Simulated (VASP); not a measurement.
## Si: single point with LDA

The system is Si.

```xyz
4
Lattice="4.1378 0.0000 0.0000 -2.0689 3.5835 0.0000 0.0000 0.0000 6.5859" Properties=species:S:1:pos:R:3 pbc="T T T"
Si    0.0000    2.3890    0.4150
Si    2.0689    1.1945    3.7079
Si    0.0000    2.3890    2.8780
Si    2.0689    1.1945    6.1710
```

This cell differs from its parent crystal: strain +0.080 along x and y, +0.040 along z.

```
Program                : VASP 6.6.1
Task                   : single point
Functional             : LDA
Potentials or basis    : VASP PAW LDA potentials, release 64 (Si)
Cutoff                 : 520 eV
k mesh                 : 12 × 12 × 6
Occupations            : gaussian, width 0.03 eV
Spin                   : no spin polarisation
Dipole correction      : no
Further INCAR settings : ALGO = Normal; EDIFF = 1e-06; NBANDS = 16
```

| Property | Result |
| --- | --- |
| Pressure | -12.8 GPa |
| Largest force | 0.209 eV/Å |
| Band gap on the k mesh | 0.06 eV |

Forces in eV/Å, atoms in the order of the input:
```
Si   0.000  0.000 -0.209
Si   0.000  0.000 -0.209
Si   0.000  0.000  0.209
Si   0.000  0.000  0.209
```

Stress tensor (GPa, compression positive):
```
-14.38   0.00   0.00
  0.00 -14.38   0.00
  0.00   0.00  -9.60
```

Levels at points of the mesh, in eV from the valence-band top:
| k point | band 4 | band 5 | band 6 | band 7 | band 8 | band 9 | band 10 | band 11 | band 12 | band 13 |
| --- | --- | --- | --- | --- | --- | --- | --- | --- | --- | --- |
| (0.00, 0.00, 0.00) | -1.42 | -1.42 | -0.28 | 0.00 | 0.00 | 0.06 | 1.05 | 1.82 | 1.82 | 2.78 |
| (0.50, 0.00, 0.00) | -5.42 | -3.92 | -2.64 | -2.46 | -1.14 | 0.45 | 1.90 | 2.97 | 3.07 | 4.24 |
| (0.00, 0.00, 0.50) | -3.85 | -0.87 | -0.87 | -0.87 | -0.87 | 0.87 | 0.87 | 2.79 | 2.79 | 2.79 |
| (0.50, 0.00, 0.50) | -6.56 | -2.05 | -2.05 | -2.02 | -2.02 | 0.74 | 0.74 | 1.96 | 1.96 | 5.19 |

Wall time 66 s on 1 thread of Intel(R) Xeon(R) Platinum 8259CL CPU @ 2.50GHz (Skylake/Cascade Lake), with other jobs on the host, peak memory 0.22 GiB.

Caveat: the cell differs from its parent crystal (strain +0.080 along x and y, +0.040 along z); the cell stands under tension. A k mesh can miss the band edges.
